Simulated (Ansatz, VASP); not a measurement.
**Ge in VASP and in Ansatz**

```
Ge
1.0
     2.96741    0.00000    0.00000
    -1.48371    2.56985    0.00000
     0.00000    0.00000    5.07909
Ge
2
Direct
  0.33333 0.66667 0.25000
  0.66667 0.33333 0.75000
```

Alike in both runs: functional PBE; k mesh 14 × 14 × 8; occupations fermi-dirac, width 0.1 eV; no spin polarisation.

Ansatz relaxed the structure, and its values are those at the end. VASP's run is a single point on that final structure, the one shown.

```csv
,VASP,Ansatz
version,VASP 6.6.1,Ansatz 0.2.0
potentials or method,"VASP PAW PBE potentials, release 64 (Ge_d)","PAW with Ansatz's default frozen-core files, scalar-relativistic"
plane-wave cutoff (eV),520,420
valence electrons in the cell,28,28
```

|  | VASP | Ansatz | Ansatz less VASP |
| --- | --- | --- | --- |
| pressure (GPa) | 0.0 | 0.0 | +0.01 |
